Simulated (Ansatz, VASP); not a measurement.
# Two plane-wave programs on Ni

File INCAR:

```
PREC = Accurate
ENCUT = 520
EDIFF = 1E-7
ISMEAR = -1
SIGMA = 0.05
LREAL = F
LASPH = T
NELM = 150
ALGO = Normal
ISIF = 2
LWAVE = F
LCHARG = T
ISPIN = 2
MAGMOM = 0.607
LORBIT = 11
LMAXMIX = 4
GGA = CA
LELF = T
LVHAR = T
NBANDS = 15
```

The input KPOINTS:

```
regular mesh
0
Gamma
  26 26 26
```

POSCAR

```
Ni
1.0
    0.0000000000      1.7124646296      1.7124646296
    1.7124646296      0.0000000000      1.7124646296
    1.7124646296      1.7124646296      0.0000000000
Ni
1
Direct
    0.0000000000      0.0000000000      0.0000000000
```

Input for Ansatz:

```yaml
crystal:
  lattice:
    - [0.0, 1.7124646296, 1.7124646296]
    - [1.7124646296, 0.0, 1.7124646296]
    - [1.7124646296, 1.7124646296, 0.0]
  atoms:
    - { symbol: Ni, position: [0.0, 0.0, 0.0], spin: 0.607 }
hamiltonian:
  xc: lda
  pseudopotentials:
    kind: paw
    azcp:
      Ni: "pseudopotentials/Ni.paw.azcp"
basis:
  ecutwfc: 420
  fft_grid_basis: typed
kpoints:
  mp_grid: { grid: [26, 26, 26], shift: [0, 0, 0] }
magnetization:
  spin_polarized: true
scf:
  occupations: { method: fermi_dirac, width: 0.05 }
  lower_state_search: "off"
output:
  stress: true
```

Alike in both runs: task single point; functional LDA; k mesh 26 × 26 × 26; occupations fermi-dirac, width 0.05 eV; collinear spin.

|  | VASP | Ansatz |
| --- | --- | --- |
| version | VASP 6.6.1 | Ansatz 0.2.0 |
| potentials or method | VASP PAW LDA potentials, release 64 (Ni), cutoff 520 eV | plane waves (420 eV) with PAW, scalar-relativistic |
| valence electrons in the cell | 10 | 18 |

|  | VASP | Ansatz | Ansatz less VASP |
| --- | --- | --- | --- |
| pressure (GPa) | -0.5 | -0.4 | +0.15 |
| net moment per atom (μB) | 0.57 | 0.58 | +0.014 |
| size of the moment on the site where the two differ most (μB) | 0.57 | 0.61 | +0.040 |

Ansatz warns that its potentials were made for another functional, while VASP's fit it. LDA's correlation is that of Perdew and Zunger in VASP and of Perdew and Wang (1992) in Ansatz. Site moments also hang on the region over which each program counts them. VASP's potentials hold 10 valence electrons a cell and Ansatz's 18, so a difference there can come from the potentials and not from the codes.
